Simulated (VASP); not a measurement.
# SnTe (P4/mmm) in VASP: notebook

SnTe is run at these levels: LDA; tasks: single point.

All numbers are computed with VASP 6.6.1; they aren't measurements. Logs are shortened: lines on timing, memory, paths and dates and some standing lists are left out, and cuts for length are marked.

## (1) The cell of the first run

The structure is tetragonal, space group P4/mmm (No. 123). Conventional cell: a = 3.905 Å, b = 3.905 Å, c = 4.198 Å, α = 90.00°, β = 90.00°, γ = 90.00°. Sn (site symmetry 4/mmm) has 8 Te at 3.47 Å and 6 Sn at 3.90 to 4.20 Å within 4.6 Å. Te (site symmetry 4/mmm) has 8 Sn at 3.47 Å and 6 Te at 3.90 to 4.20 Å within 4.6 Å.

## (2) Single point, LDA (strain +0.0750 x Voigt [1, 0, 0, 0, 0, 0])

File INCAR:

```
SYSTEM = SnTe
ALGO = Normal ; EDIFF = 1E-7
ENCUT = 520 ; ISIF = 2
ISMEAR = 0 ; LASPH = .True.
LCHARG = .False. ; LREAL = .False.
LWAVE = .False. ; NBANDS = 17
NELM = 60 ; PREC = Accurate
SIGMA = 0.15
```

File KPOINTS:

```
k-points
0
Gamma
  12 12 12
  0 0 0
```

File POSCAR:

```
SnTe
1.0
    4.1975525000      0.0000000000      0.0000000000
    0.0000000000      3.9047000000      0.0000000000
    0.0000000000      0.0000000000      3.9047000000
Sn Te
1 1
Direct
    0.0000000000      0.0000000000      0.0000000000
    0.5000000000      0.5000000000      0.5000000000
```

Potentials or basis: VASP PAW LDA potentials, release 64 (Sn_d, Te).

Command:

```
> cat potpaw_LDA.64/Sn_d/POTCAR potpaw_LDA.64/Te/POTCAR > POTCAR
> mpirun -np 1 vasp_std > vasp.out
```

OUTCAR:

```text
SYSTEM = SnTe
   EDIFF = 1E-7
   ENCUT = 520
   ISIF = 2
   ISMEAR = 0
   LASPH = .True.
   LREAL = .False.
   NELM = 60
   PREC = Accurate

 ion  position               nearest neighbor table
   1  0.000  0.000  0.000-   2 3.47   2 3.47   2 3.47   2 3.47   2 3.47   2 3.47   2 3.47   2 3.47

   2  0.500  0.500  0.500-   1 3.47   1 3.47   1 3.47   1 3.47   1 3.47   1 3.47   1 3.47   1 3.47

  LATTYP: Found a simple tetragonal cell.
 ALAT       =     3.9047000000
 C/A-ratio  =     1.0750000000

  Lattice vectors:

 A1 = (   0.0000000000,   3.9047000000,   0.0000000000)
 A2 = (   0.0000000000,   0.0000000000,   3.9047000000)
 A3 = (   4.1975525000,   0.0000000000,   0.0000000000)

Analysis of symmetry for initial positions (statically):
=====================================================================
 Subroutine PRICEL returns:
 Original cell was already a primitive cell.

 Routine SETGRP: Setting up the symmetry group for a
 simple tetragonal supercell.

 Subroutine GETGRP returns: Found 16 space group operations
 (whereof 16 operations were pure point group operations)
 out of a pool of 16 trial point group operations.

The static configuration has the point symmetry D_4h.

Analysis of symmetry for dynamics (positions and initial velocities):
=====================================================================
 Subroutine PRICEL returns:
 Original cell was already a primitive cell.

 Routine SETGRP: Setting up the symmetry group for a
 simple tetragonal supercell.

 Subroutine GETGRP returns: Found 16 space group operations
 (whereof 16 operations were pure point group operations)
 out of a pool of 16 trial point group operations.

The dynamic configuration has the point symmetry D_4h.

 Subroutine INISYM returns: Found 16 space group operations
 (whereof 16 operations are pure point group operations),
 and found     1 'primitive' translations

----------------------------------------------------------------------------------------

                                     Primitive cell

  volume of cell :      63.9987

  direct lattice vectors                    reciprocal lattice vectors
     4.197552500  0.000000000  0.000000000     0.238234066  0.000000000  0.000000000
     0.000000000  3.904700000  0.000000000     0.000000000  0.256101621  0.000000000
     0.000000000  0.000000000  3.904700000     0.000000000  0.000000000  0.256101621

  length of vectors
     4.197552500  3.904700000  3.904700000     0.238234066  0.256101621  0.256101621

  position of ions in fractional coordinates (direct lattice)
     0.000000000  0.000000000  0.000000000
     0.500000000  0.500000000  0.500000000

  ion indices of the primitive-cell ions
   primitive index   ion index
                 1           1
                 2           2

----------------------------------------------------------------------------------------

 KPOINTS: k-points

Automatic generation of k-mesh.
 Grid dimensions read from file:
 generate k-points for:   12   12   12

 Generating k-lattice:

  Cartesian coordinates                     Fractional coordinates (reciprocal lattice)
     0.019852839  0.000000000  0.000000000     0.083333333  0.000000000  0.000000000
     0.000000000  0.021341802  0.000000000     0.000000000  0.083333333  0.000000000
     0.000000000  0.000000000  0.021341802     0.000000000  0.000000000  0.083333333

  Length of vectors
     0.019852839  0.021341802  0.021341802

  Shift w.r.t. Gamma in fractional coordinates (k-lattice)
     0.000000000  0.000000000  0.000000000

 Subroutine IBZKPT returns following result:
 ===========================================

 Found    196 irreducible k-points:

 Following reciprocal coordinates:
            Coordinates               Weight
  0.000000  0.000000  0.000000      1.000000
  0.083333  0.000000  0.000000      2.000000
  0.166667  0.000000  0.000000      2.000000
  0.250000  0.000000  0.000000      2.000000
  0.333333  0.000000  0.000000      2.000000
  0.416667  0.000000  0.000000      2.000000
[... 16 lines left out ...]
  0.083333  0.250000  0.000000      8.000000
  0.166667  0.250000  0.000000      8.000000
 [... further k-points ...]
   k-points           NKPTS =    196   k-points in BZ     NKDIM =    196   number of bands    NBANDS=     17
   number of dos      NEDOS =    301   number of ions     NIONS =      2
   total plane-waves  NPLWV =  28800
   dimension x,y,z NGX =    32 NGY =   30 NGZ =   30
   dimension x,y,z NGXF=    64 NGYF=   60 NGZF=   60
   ions per type =               1   1
   NGX,Y,Z   is equivalent  to a cutoff of  12.67, 12.77, 12.77 a.u.
   NGXF,Y,Z  is equivalent  to a cutoff of  25.35, 25.55, 25.55 a.u.
 SYSTEM =  SnTe
   PREC   = accura    normal or accurate (medium, high low for compatibility)
   ISTART =      0    job   : 0-new  1-cont  2-samecut
   ICHARG =      2    charge: 1-file 2-atom 10-const
   ISPIN  =      1    spin polarized calculation?
   LNONCOLLINEAR =      F non collinear calculations
   LSORBIT =      F    spin-orbit coupling
   LASPH  =      T    aspherical Exc in radial PAW
   ENCUT  =  520.0 eV  38.22 Ry    6.18 a.u.   7.80  7.26  7.26*2*pi/ulx,y,z
   NELM   =     60;   NELMIN=  2; NELMDL= -5     # of ELM steps
   EDIFF  = 0.1E-06   stopping-criterion for ELM
   LREAL  =      F    real-space projection
   EDIFFG = 0.1E-05   stopping-criterion for IOM
   NSW    =      0    number of steps for IOM
   IBRION =     -1    ionic relax: 0-MD 1-quasi-New 2-CG
   NFREE  =      0    steps in history (QN), initial steepest desc. (CG)
   ISIF   =      2    stress and relaxation
   ISYM   =      2    0-nonsym 1-usesym 2-fastsym
   POTIM  = 0.5000    time-step for ionic-motion
   TEBEG  =    0.0;   TEEND  =   0.0 temperature during run
   PSTRESS=    0.0 pullay stress
   NELECT =      20.0000    total number of electrons
   NUPDOWN=      -1.0000    fix difference up-down
   EMIN   =  10.00;   EMAX   =-10.00  energy-range for DOS
   EFERMI =   0.00;   METHOD = LEGACY
   ISMEAR =     0;   SIGMA  =   0.15  broadening in eV -4-tet -1-fermi 0-gaus
   EFERMI_NEDOS =   21; number of points for ismear=-14 and -15
   IALGO  =     38    algorithm
   IMIX   =      4    mixing-type and parameters
     AMIX     =   0.40;   BMIX     =  1.00
     AMIX_MAG =   1.60;   BMIX_MAG =  1.00
  volume/ion in A,a.u.               =      32.00       215.94
  Fermi-wavevector in a.u.,A,eV,Ry     =   1.110950  2.099390 16.792431  1.234209
  Thomas-Fermi vector in A             =   2.247507
   LORBIT       =      0    0 simple, 1 ext, 2 COOP (PROOUT), +10 PAW based schemes
   GGA     = CA    functional components
   LHFCALC =     F    Hartree Fock is set to
   AEXX    =    0.0000 exact exchange contribution
   IVDW    =     0    specifies the selected vdW correction
   LEPSILON=     F    determine dielectric tensor
   LRPA    =     F    only Hartree local field effects (RPA)
 non-spin polarized calculation
 Gauss-broadening in eV      SIGMA  =   0.15
  energy-cutoff  :      520.00
  volume of cell :       64.00
 maximum number of plane-waves:      1746
 NGX is ok and might be reduce to    32
   NGX = 15   NGY = 15   NGZ = 15

 number of electron      19.9999985 magnetization

 Free energy of the ion-electron system (eV)
  ---------------------------------------------------
  ext. energy  EPLUGINS =         0.00000000
  ---------------------------------------------------
  free energy    TOTEN  =        -8.18390139 eV

  energy without entropy =       -8.16882305  energy(sigma->0) =       -8.17636222

 E-fermi :   6.0031     XC(G=0):  -9.7705

 val. band max:        5.9982995215   @ k =   0.2500   0.0833   0.0833
 cond. band min:       6.0058186151   @ k =   0.4167   0.4167   0.0833
 fundamental gap:      0.0075190937
 Fermi energy:         6.0031468880

 k-point     1 :       0.0000    0.0000    0.0000
  band No.  band energies     occupation
      1     -15.5652      2.00000
      2     -15.5571      2.00000
      3     -15.5319      2.00000
      4     -15.5319      2.00000
      5     -15.5273      2.00000
      6      -5.8854      2.00000
[... 9 lines left out ...]
     16      16.2716      0.00000
     17      16.2726      0.00000

 k-point     2 :       0.0833    0.0000    0.0000
  band No.  band energies     occupation
      1     -15.5651      2.00000
      2     -15.5561      2.00000
      3     -15.5322      2.00000
      4     -15.5322      2.00000
      5     -15.5273      2.00000
      6      -5.8432      2.00000
[... 9 lines left out ...]
     16      16.3015      0.00000
     17      16.3054      0.00000

 k-point     3 :       0.1667    0.0000    0.0000
  band No.  band energies     occupation
      1     -15.5650      2.00000
      2     -15.5534      2.00000
      3     -15.5330      2.00000
      4     -15.5330      2.00000
      5     -15.5273      2.00000
      6      -5.7203      2.00000
[... 9 lines left out ...]
     16      15.3669      0.00000
     17      16.4345      0.00000

 k-point     4 :       0.2500    0.0000    0.0000
  band No.  band energies     occupation
      1     -15.5649      2.00000
      2     -15.5497      2.00000
      3     -15.5342      2.00000
      4     -15.5342      2.00000
      5     -15.5272      2.00000
      6      -5.5303      2.00000
[... 9 lines left out ...]
     16      14.3671      0.00000
     17      16.7115      0.00000
[... 343 lines left out ...]
      1     -15.5595      2.00000
      2     -15.5459      2.00000
      3     -15.5372      2.00000
      4     -15.5322      2.00000
      5     -15.5315      2.00000
      6      -5.4488      2.00000
[... 9 lines left out ...]
     16      14.7696      0.00000
     17      15.8598      0.00000

 k-point    23 :       0.0833    0.2500    0.0000
  band No.  band energies     occupation
      1     -15.5590      2.00000
      2     -15.5454      2.00000
      3     -15.5376      2.00000
      4     -15.5322      2.00000
      5     -15.5318      2.00000
      6      -5.4101      2.00000
[... 9 lines left out ...]
     16      14.7425      0.00000
     17      15.5557      0.00000

 k-point    24 :       0.1667    0.2500    0.0000
  band No.  band energies     occupation
      1     -15.5579      2.00000
      2     -15.5436      2.00000
      3     -15.5387      2.00000
      4     -15.5326      2.00000
      5     -15.5320      2.00000
      6      -5.2982      2.00000
[... 9 lines left out ...]
     16      14.2685      0.00000
     17      14.9185      0.00000

 [... further k-points ...]

------------------------ aborting loop because EDIFF is reached ----------------------------------------

  FORCE on cell =-STRESS in cart. coord.  units (eV):
  Direction    XX          YY          ZZ          XY          YZ          ZX
  --------------------------------------------------------------------------------------
  -------------------------------------------------------------------------------------
  Total       -3.0148550     -2.1737690     -2.1737690     -0.0000000      0.0000000     -0.0000000
  in kB      -75.4754175    -54.4192437    -54.4192437     -0.0000000      0.0000000     -0.0000000
  external PRESSURE =     -61.4379683 kB  Pullay stress =       0.0000000 kB

 VOLUME and BASIS-vectors are now :
 -----------------------------------------------------------------------------
  energy-cutoff  :      520.00
  volume of cell :       64.00
      direct lattice vectors                 reciprocal lattice vectors
     4.197552500  0.000000000  0.000000000     0.238234066  0.000000000  0.000000000
     0.000000000  3.904700000  0.000000000     0.000000000  0.256101621  0.000000000
     0.000000000  0.000000000  3.904700000     0.000000000  0.000000000  0.256101621

 POSITION                                       TOTAL-FORCE (eV/Angst)
 -----------------------------------------------------------------------------------
      0.00000      0.00000      0.00000         0.000000      0.000000      0.000000
      2.09878      1.95235      1.95235         0.000000      0.000000      0.000000
 -----------------------------------------------------------------------------------
    total drift:                                0.000000      0.000000     -0.000000

  FREE ENERGIE OF THE ION-ELECTRON SYSTEM (eV)
  ---------------------------------------------------
  free  energy   TOTEN  =        -8.1839013870 eV

  energy  without entropy=       -8.1688230517  energy(sigma->0) =       -8.17636222
```

Run time: 73 s. Hardware: 1 thread of AMD EPYC 9R45 (Zen 5), shared host; peak memory 0.29 GiB.

Results:

| Item | Value |
| --- | --- |
| Free energy | -8.1839 eV |
| Pressure | -6.1 GPa |
| Band gap on the k mesh | zero (bands 10 and 11 overlap by 1.68 eV) |

Caveat: the cell differs from its parent crystal (strain +0.0750 x Voigt [1, 0, 0, 0, 0, 0]); the cell stands under tension; spin-orbit coupling is left out, which moves the levels of the heavy elements.

## (3) Single point, LDA (strain +0.1125 x Voigt [1, 0, 0, 0, 0, 0])

File INCAR:

```
SYSTEM = SnTe
ALGO     = Normal         ! electronic algorithm
EDIFF    = 1E-7           ! SCF threshold, eV
ENCUT    = 520            ! plane-wave cutoff, eV
GGA      = CA             ! functional
ISIF     = 2              ! what is computed and relaxed
ISMEAR   = 0              ! smearing method
LASPH    = .TRUE.         ! aspherical terms in the spheres
LCHARG   = .TRUE.         ! write CHGCAR
LELF     = .TRUE.         ! ELF
LREAL    = .FALSE.        ! projectors in reciprocal space
LVHAR    = .TRUE.       
LWAVE    = .FALSE.        ! write WAVECAR
NBANDS   = 17             ! bands
NELM     = 60             ! most SCF steps
PREC     = Accurate       ! precision mode
SIGMA    = 0.15           ! smearing width, eV
```

File KPOINTS:

```
k-points
0
G
  12 12 12
  0 0 0
```

Changes to POSCAR since step 2:

```diff
@@ -2,3 +2,3 @@
 1.0
-    4.1975525000      0.0000000000      0.0000000000
+    4.3439787500      0.0000000000      0.0000000000
     0.0000000000      3.9047000000      0.0000000000
```

Potentials or basis: VASP PAW LDA potentials, release 64 (Sn_d, Te).

Command:

```
> cat potpaw_LDA.64/Sn_d/POTCAR potpaw_LDA.64/Te/POTCAR > POTCAR
> mpirun -np 1 vasp_std > vasp.out
```

Wall time 80 s (1 thread of AMD EPYC 9R45 (Zen 5), shared host); peak memory 0.3 GiB.

It converged, with:

```
Free energy            : -8.0695 eV
Pressure               : -6.9 GPa
Band gap on the k mesh : zero (bands 10 and 11 overlap by 1.71 eV)
```

Stress tensor (GPa, compression positive):
```
-8.91  0.00  0.00
 0.00 -5.84  0.00
 0.00  0.00 -5.84
```

Levels at points of the mesh, in eV from the Fermi level:
```csv
k point,band 7,band 8,band 9,band 10,band 11,band 12,band 13,band 14
"(0.00, 0.00, 0.00)",-5.91,-2.37,-1.06,-1.06,3.62,4.16,4.35,4.60
"(0.50, 0.00, 0.00)",-8.07,-0.04,-0.04,0.04,0.45,2.22,2.22,5.62
"(0.00, 0.50, 0.00)",-7.64,-0.82,-0.77,-0.43,0.21,1.21,2.61,5.69
"(0.50, 0.50, 0.00)",-6.57,-4.31,-4.21,0.49,3.29,3.43,3.80,6.08
"(0.00, 0.50, 0.50)",-6.09,-4.06,-4.06,-0.23,2.38,2.51,2.51,5.15
"(0.50, 0.50, 0.50)",-5.53,-2.63,-2.63,-2.17,-1.22,-1.22,-0.70,11.06
```

Caveat: the cell differs from its parent crystal (strain +0.1125 x Voigt [1, 0, 0, 0, 0, 0]); the cell stands under tension; spin-orbit coupling is left out, which moves the levels of the heavy elements.

## (4) Single point, LDA (strain +0.1500 x Voigt [1, 0, 0, 0, 0, 0])

File INCAR:

```
  ALGO = Normal
  EDIFF = 1E-6
  ENCUT = 520
  GGA = CA
  ISIF = 2
  ISMEAR = 0
  LASPH = True
  LCHARG = False
  LREAL = False
  LWAVE = False
  NBANDS = 17
  NELM = 60
  PREC = Accurate
  SIGMA = 0.15
```

File KPOINTS:

```
k-points
0
Gamma
  12 12 12
```

Changes to POSCAR since step 3:

```diff
@@ -2,3 +2,3 @@
 1.0
-    4.3439787500      0.0000000000      0.0000000000
+    4.4904050000      0.0000000000      0.0000000000
     0.0000000000      3.9047000000      0.0000000000
```

Command:

```
> cat potpaw_LDA.64/Sn_d/POTCAR potpaw_LDA.64/Te/POTCAR > POTCAR
> mpirun -np 1 vasp_std > vasp.out
```

Wall time 86 s (1 thread of AMD EPYC 9R45 (Zen 5), shared host); peak memory 0.31 GiB.

It converged, with:

- Free energy: -7.9376 eV
- Pressure: -7.5 GPa
- Band gap on the k mesh: zero (bands 10 and 11 overlap by 1.74 eV)

Stress tensor (GPa, compression positive):
```
-10.01   0.00   0.00
  0.00  -6.18   0.00
  0.00   0.00  -6.18
```

Levels at points of the mesh, in eV from the Fermi level:
```csv
k point,band 6,band 7,band 8,band 9,band 10,band 11,band 12,band 13,band 14,band 15
"(0.00, 0.00, 0.00)",-11.61,-6.11,-2.54,-0.91,-0.91,3.65,4.10,4.29,4.36,4.36
"(0.50, 0.00, 0.00)",-10.97,-8.06,-0.02,-0.01,-0.01,0.47,2.23,2.23,5.66,6.30
"(0.00, 0.50, 0.00)",-10.62,-7.53,-1.02,-0.98,-0.63,0.30,0.97,2.70,5.78,6.44
"(0.50, 0.50, 0.00)",-10.29,-6.62,-4.21,-4.10,0.52,3.22,3.26,3.71,6.08,7.21
"(0.00, 0.50, 0.50)",-9.96,-6.04,-3.90,-3.90,-0.37,2.14,2.14,2.14,4.91,5.68
"(0.50, 0.50, 0.50)",-9.79,-5.59,-2.60,-2.60,-2.03,-1.22,-1.22,-0.56,10.27,11.77
```

Caveat: the cell differs from its parent crystal (strain +0.1500 x Voigt [1, 0, 0, 0, 0, 0]); the cell stands under tension; spin-orbit coupling is left out, which moves the levels of the heavy elements.

## (5) Overview

```tsv
cell	gap on the mesh (eV)	pressure (GPa)
a = 4.198, b = 3.905, c = 3.905 Å, 2 atoms	none	-6.1
a = 4.344, b = 3.905, c = 3.905 Å, 2 atoms	none	-6.9
a = 4.490, b = 3.905, c = 3.905 Å, 2 atoms	none	-7.5
```

Alike in all rows: task single point; level LDA; potentials or basis VASP PAW LDA potentials, release 64 (Sn_d, Te); no spin polarisation; k mesh 12 × 12 × 12; cutoff (eV) 520; smearing gaussian 0.15 eV.

Caveats: the cell stands under tension; spin-orbit coupling is left out, which moves the levels of the heavy elements.

Absolute energies hang on the potentials; compare differences alone.

The gap in the log of VASP goes by the Fermi energy; the results here count the filled bands.